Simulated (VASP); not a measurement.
# Ru (Pm-3m) in VASP: notebook

Ru is run at these levels: BLYP; tasks: single point.

Everything below comes from runs of VASP 6.6.1. Logs are shortened: lines on timing, memory, paths and dates and some standing lists are left out, and cuts for length are marked.

## Step 1: The cell of the first run

It takes space group Pm-3m (No. 221, cubic). Conventional cell: a = 2.554 Å, b = 2.554 Å, c = 2.554 Å, α = 90.00°, β = 90.00°, γ = 90.00°. Ru (site symmetry m-3m) has 6 Ru at 2.55 Å within 3.4 Å.

## Step 2: Single point, BLYP

File INCAR:

```
SYSTEM = Ru
  AGGAC = 1.0
  AGGAX = 1.0
  ALDAC = 0.0
  ALDAX = 1.0
  ALGO = Normal
  EDIFF = 1E-6
  ENCUT = 520
  GGA = B5
  ISIF = 2
  ISMEAR = -1
  LASPH = .TRUE.
  LCHARG = .FALSE.
  LREAL = .FALSE.
  LWAVE = .FALSE.
  NBANDS = 13
  NELM = 80
  PREC = Accurate
  SIGMA = 0.1
```

File KPOINTS:

```
k-points
0
G
  13 13 13
  0 0 0
```

File POSCAR:

```
Ru
1.0
    2.5539869695      0.0000000000      0.0000000000
    0.0000000000      2.5539869695      0.0000000000
    0.0000000000      0.0000000000      2.5539869695
Ru
1
Direct
    0.0000000000      0.0000000000      0.0000000000
```

Potentials or basis: VASP PAW PBE potentials, release 64 (Ru_pv).

Command:

```
cat potpaw_PBE.64/Ru_pv/POTCAR > POTCAR
mpirun -np 1 vasp_std > vasp.out
```

OUTCAR:

```text
SYSTEM = Ru
   EDIFF = 1E-6
   ENCUT = 520
   GGA = B5
   ISIF = 2
   ISMEAR = -1
   LASPH = .TRUE.
   LREAL = .FALSE.
   NELM = 80
   PREC = Accurate

 ion  position               nearest neighbor table
   1  0.000  0.000  0.000-

  LATTYP: Found a simple cubic cell.
 ALAT       =     2.5539869695

  Lattice vectors:

 A1 = (   2.5539869695,   0.0000000000,   0.0000000000)
 A2 = (   0.0000000000,   2.5539869695,   0.0000000000)
 A3 = (   0.0000000000,   0.0000000000,   2.5539869695)

Analysis of symmetry for initial positions (statically):
=====================================================================
 Subroutine PRICEL returns:
 Original cell was already a primitive cell.

 Routine SETGRP: Setting up the symmetry group for a
 simple cubic supercell.

 Subroutine GETGRP returns: Found 48 space group operations
 (whereof 48 operations were pure point group operations)
 out of a pool of 48 trial point group operations.

The static configuration has the point symmetry O_h .

Analysis of symmetry for dynamics (positions and initial velocities):
=====================================================================
 Subroutine PRICEL returns:
 Original cell was already a primitive cell.

 Routine SETGRP: Setting up the symmetry group for a
 simple cubic supercell.

 Subroutine GETGRP returns: Found 48 space group operations
 (whereof 48 operations were pure point group operations)
 out of a pool of 48 trial point group operations.

The dynamic configuration has the point symmetry O_h .

 Subroutine INISYM returns: Found 48 space group operations
 (whereof 48 operations are pure point group operations),
 and found     1 'primitive' translations

----------------------------------------------------------------------------------------

                                     Primitive cell

  volume of cell :      16.6593

  direct lattice vectors                    reciprocal lattice vectors
     2.553986969  0.000000000  0.000000000     0.391544676  0.000000000  0.000000000
     0.000000000  2.553986969  0.000000000     0.000000000  0.391544676  0.000000000
     0.000000000  0.000000000  2.553986969     0.000000000  0.000000000  0.391544676

  length of vectors
     2.553986969  2.553986969  2.553986969     0.391544676  0.391544676  0.391544676

  position of ions in fractional coordinates (direct lattice)
     0.000000000  0.000000000  0.000000000

  ion indices of the primitive-cell ions
   primitive index   ion index
                 1           1

----------------------------------------------------------------------------------------

 KPOINTS: k-points

Automatic generation of k-mesh.
 Grid dimensions read from file:
 generate k-points for:   13   13   13

 Generating k-lattice:

  Cartesian coordinates                     Fractional coordinates (reciprocal lattice)
     0.030118821  0.000000000  0.000000000     0.076923077  0.000000000  0.000000000
     0.000000000  0.030118821  0.000000000     0.000000000  0.076923077  0.000000000
     0.000000000  0.000000000  0.030118821     0.000000000  0.000000000  0.076923077

  Length of vectors
     0.030118821  0.030118821  0.030118821

  Shift w.r.t. Gamma in fractional coordinates (k-lattice)
     0.000000000  0.000000000  0.000000000

 Subroutine IBZKPT returns following result:
 ===========================================

 Found     84 irreducible k-points:

 Following reciprocal coordinates:
            Coordinates               Weight
  0.000000  0.000000  0.000000      1.000000
  0.076923  0.000000  0.000000      6.000000
  0.153846  0.000000  0.000000      6.000000
  0.230769  0.000000  0.000000      6.000000
  0.307692  0.000000  0.000000      6.000000
  0.384615  0.000000  0.000000      6.000000
[... 16 lines left out ...]
  0.307692  0.307692  0.000000     12.000000
  0.384615  0.307692  0.000000     24.000000
 [... further k-points ...]
   k-points           NKPTS =     84   k-points in BZ     NKDIM =     84   number of bands    NBANDS=     13
   number of dos      NEDOS =    301   number of ions     NIONS =      1
   total plane-waves  NPLWV =   8000
   dimension x,y,z NGX =    20 NGY =   20 NGZ =   20
   dimension x,y,z NGXF=    40 NGYF=   40 NGZF=   40
   ions per type =               1
   NGX,Y,Z   is equivalent  to a cutoff of  13.02, 13.02, 13.02 a.u.
   NGXF,Y,Z  is equivalent  to a cutoff of  26.04, 26.04, 26.04 a.u.
 SYSTEM =  Ru
   PREC   = accura    normal or accurate (medium, high low for compatibility)
   ISTART =      0    job   : 0-new  1-cont  2-samecut
   ICHARG =      2    charge: 1-file 2-atom 10-const
   ISPIN  =      1    spin polarized calculation?
   LNONCOLLINEAR =      F non collinear calculations
   LSORBIT =      F    spin-orbit coupling
   LASPH  =      T    aspherical Exc in radial PAW
   ENCUT  =  520.0 eV  38.22 Ry    6.18 a.u.   4.75  4.75  4.75*2*pi/ulx,y,z
   NELM   =     80;   NELMIN=  2; NELMDL= -5     # of ELM steps
   EDIFF  = 0.1E-05   stopping-criterion for ELM
   LREAL  =      F    real-space projection
[... 7 lines left out ...]
   TEBEG  =    0.0;   TEEND  =   0.0 temperature during run
   PSTRESS=    0.0 pullay stress
   NELECT =      14.0000    total number of electrons
   NUPDOWN=      -1.0000    fix difference up-down
   EMIN   =  10.00;   EMAX   =-10.00  energy-range for DOS
   EFERMI =   0.00;   METHOD = LEGACY
   ISMEAR =    -1;   SIGMA  =   0.10  broadening in eV -4-tet -1-fermi 0-gaus
   EFERMI_NEDOS =   21; number of points for ismear=-14 and -15
   IALGO  =     38    algorithm
   IMIX   =      4    mixing-type and parameters
     AMIX     =   0.40;   BMIX     =  1.00
     AMIX_MAG =   1.60;   BMIX_MAG =  1.00
  volume/ion in A,a.u.               =      16.66       112.42
  Fermi-wavevector in a.u.,A,eV,Ry     =   1.544895  2.919427 32.473012  2.386699
  Thomas-Fermi vector in A             =   2.650350
   LORBIT       =      0    0 simple, 1 ext, 2 COOP (PROOUT), +10 PAW based schemes
   GGA     = B5    functional components
   LHFCALC =     F    Hartree Fock is set to
   AEXX    =    0.0000 exact exchange contribution
   IVDW    =     0    specifies the selected vdW correction
   LEPSILON=     F    determine dielectric tensor
   LRPA    =     F    only Hartree local field effects (RPA)
 non-spin polarized calculation
  energy-cutoff  :      520.00
  volume of cell :       16.66
 maximum number of plane-waves:       462
 NGX is ok and might be reduce to    20
   NGX =  9   NGY =  9   NGZ =  9

 number of electron      14.0000010 magnetization

 Free energy of the ion-electron system (eV)
  ---------------------------------------------------
  ext. energy  EPLUGINS =         0.00000000
  ---------------------------------------------------
  free energy    TOTEN  =        -7.07473877 eV

  energy without entropy =       -7.02230965  energy(sigma->0) =       -7.04852421

 E-fermi :  10.2185     XC(G=0): -12.0565

 val. band max:       10.2098564163   @ k =   0.3077   0.0769   0.0769
 cond. band min:      10.2458778527   @ k =   0.3846   0.2308   0.1538
 fundamental gap:      0.0360214365
 Fermi energy:        10.2185405400

 k-point     1 :       0.0000    0.0000    0.0000
  band No.  band energies     occupation
      1     -32.0019      2.00000
      2     -32.0019      2.00000
      3     -32.0019      2.00000
      4       3.5872      2.00000
      5       5.2681      2.00000
      6       5.2681      2.00000
      7      11.6907      0.00000
      8      11.6907      0.00000
      9      11.6907      0.00000
     10      20.8706      0.00000
     11      26.5736      0.00000
     12      26.5736      0.00000
     13      26.5736      0.00000

 k-point     2 :       0.0769    0.0000    0.0000
  band No.  band energies     occupation
      1     -32.0559      2.00000
      2     -31.9973      2.00000
      3     -31.9973      2.00000
      4       3.7582      2.00000
      5       5.3044      2.00000
      6       5.4393      2.00000
      7      11.5216      0.00000
      8      11.5216      0.00000
      9      11.7038      0.00000
     10      20.8705      0.00000
     11      25.5573      0.00000
     12      26.8874      0.00000
     13      26.8874      0.00000

 k-point     3 :       0.1538    0.0000    0.0000
  band No.  band energies     occupation
      1     -32.2042      2.00000
      2     -31.9847      2.00000
      3     -31.9847      2.00000
      4       4.1978      2.00000
      5       5.4065      2.00000
      6       5.9851      2.00000
      7      11.0805      0.00036
      8      11.0805      0.00036
      9      11.7403      0.00000
     10      20.8700      0.00000
     11      23.5259      0.00000
     12      27.7491      0.00000
     13      27.7491      0.00000

 k-point     4 :       0.2308    0.0000    0.0000
  band No.  band energies     occupation
      1     -32.4093      2.00000
      2     -31.9669      2.00000
      3     -31.9669      2.00000
      4       4.7471      2.00000
      5       5.5547      2.00000
      6       6.9372      2.00000
      7      10.5145      0.09861
      8      10.5145      0.09861
      9      11.7921      0.00000
     10      20.8639      0.00000
     11      21.4187      0.00000
     12      28.9741      0.00000
     13      28.9741      0.00000

 k-point     5 :       0.3077    0.0000    0.0000
  band No.  band energies     occupation
      1     -32.6224      2.00000
      2     -31.9479      2.00000
      3     -31.9479      2.00000
      4       5.2900      2.00000
      5       5.7181      2.00000
      6       8.1817      2.00000
      7       9.9698      1.84656
      8       9.9698      1.84656
      9      11.8477      0.00000
     10      19.5352      0.00000
     11      20.8750      0.00000
     12      28.3584      0.00000
     13      30.3574      0.00000

 k-point     6 :       0.3846    0.0000    0.0000
  band No.  band energies     occupation
      1     -32.7957      2.00000
      2     -31.9321      2.00000
      3     -31.9321      2.00000
      4       5.7484      2.00000
      5       5.8586      2.00000
      6       9.4311      1.99924
      7       9.5531      1.99743
      8       9.5531      1.99743
      9      11.8943      0.00000
     10      18.0816      0.00000
     11      20.8734      0.00000
     12      27.3666      0.00000
     13      31.6830      0.00000

 k-point     7 :       0.4615    0.0000    0.0000
  band No.  band energies     occupation
      1     -32.8921      2.00000
      2     -31.9232      2.00000
      3     -31.9232      2.00000
      4       5.9400      2.00000
      5       6.0221      2.00000
      6       9.3295      1.99972
      7       9.3295      1.99972
      8      10.2642      0.77543
      9      11.9207      0.00000
     10      17.2422      0.00000
     11      20.8730      0.00000
     12      26.8536      0.00000
     13      30.9282      0.00000
[... 193 lines left out ...]
 k-point    20 :       0.3077    0.2308    0.0000
  band No.  band energies     occupation
      1     -32.5768      2.00000
      2     -32.3436      2.00000
      3     -31.9139      2.00000
      4       5.8797      2.00000
      5       6.6983      2.00000
      6       8.1911      2.00000
      7      10.1336      1.40099
      8      10.3167      0.54511
      9      10.7753      0.00761
     10      20.6901      0.00000
     11      20.8808      0.00000
     12      24.5206      0.00000
     13      29.4557      0.00000

 k-point    21 :       0.3846    0.2308    0.0000
  band No.  band energies     occupation
      1     -32.7469      2.00000
      2     -32.3247      2.00000
      3     -31.8984      2.00000
      4       6.1330      2.00000
      5       6.5773      2.00000
      6       8.3735      2.00000
      7       9.7400      1.98344
      8      10.8374      0.00410
      9      11.7460      0.00000
     10      18.8208      0.00000
     11      20.8720      0.00000
     12      25.5834      0.00000
     13      28.7654      0.00000

 k-point    22 :       0.4615    0.2308    0.0000
  band No.  band energies     occupation
      1     -32.8417      2.00000
      2     -32.3139      2.00000
      3     -31.8897      2.00000
      4       6.3043      2.00000
      5       6.4439      2.00000
      6       8.4292      2.00000
      7       9.5259      1.99804
      8      10.8754      0.00280
      9      13.1724      0.00000
     10      17.3238      0.00000
     11      20.8718      0.00000
     12      26.5791      0.00000
     13      28.3044      0.00000

 k-point    23 :       0.3077    0.3077    0.0000
  band No.  band energies     occupation
      1     -32.5603      2.00000
      2     -32.5425      2.00000
      3     -31.8955      2.00000
      4       6.0122      2.00000
      5       6.4233      2.00000
      6       9.2267      1.99990
      7      10.1606      1.28167
      8      10.3327      0.48417
      9      10.9831      0.00096
     10      20.3712      0.00000
     11      20.8688      0.00000
     12      23.7299      0.00000
     13      28.9891      0.00000

 k-point    24 :       0.3846    0.3077    0.0000
  band No.  band energies     occupation
      1     -32.7204      2.00000
      2     -32.5304      2.00000
      3     -31.8802      2.00000
      4       5.8132      2.00000
      5       6.4425      2.00000
      6       9.8292      1.96007
      7       9.8428      1.95436
      8      10.3366      0.46975
      9      12.4214      0.00000
     10      18.9011      0.00000
     11      20.8699      0.00000
     12      24.3147      0.00000
     13      28.0818      0.00000

 [... further k-points ...]

------------------------ aborting loop because EDIFF is reached ----------------------------------------

  FORCE on cell =-STRESS in cart. coord.  units (eV):
  Direction    XX          YY          ZZ          XY          YZ          ZX
  --------------------------------------------------------------------------------------
  -------------------------------------------------------------------------------------
  Total        0.0520910      0.0520910      0.0520910      0.0000000      0.0000000      0.0000000
  in kB        5.0097595      5.0097595      5.0097595      0.0000000      0.0000000      0.0000000
  external PRESSURE =       5.0097595 kB  Pullay stress =       0.0000000 kB

 VOLUME and BASIS-vectors are now :
 -----------------------------------------------------------------------------
  energy-cutoff  :      520.00
  volume of cell :       16.66
      direct lattice vectors                 reciprocal lattice vectors
     2.553986969  0.000000000  0.000000000     0.391544676  0.000000000  0.000000000
     0.000000000  2.553986969  0.000000000     0.000000000  0.391544676  0.000000000
     0.000000000  0.000000000  2.553986969     0.000000000  0.000000000  0.391544676

 POSITION                                       TOTAL-FORCE (eV/Angst)
 -----------------------------------------------------------------------------------
      0.00000      0.00000      0.00000         0.000000      0.000000      0.000000
 -----------------------------------------------------------------------------------
    total drift:                                0.000000      0.000000      0.000000

  FREE ENERGIE OF THE ION-ELECTRON SYSTEM (eV)
  ---------------------------------------------------
  free  energy   TOTEN  =        -7.0747387718 eV

  energy  without entropy=       -7.0223096455  energy(sigma->0) =       -7.04852421
```

Run time: 15 s. Hardware: 1 thread of Intel Xeon 6975P-C, shared host; peak memory 0.13 GiB.

What came out:

| Property | Result |
| --- | --- |
| Free energy | -7.0747 eV |
| Pressure | 0.5 GPa |
| Band gap on the k mesh | zero (band 7 reaches 13.37 eV, above the bottom of band 8 at 9.36 eV) |

Caveat: the PAW data sets were made with another functional, which shifts forces and pressure a little.

[end of part 1 of 2]
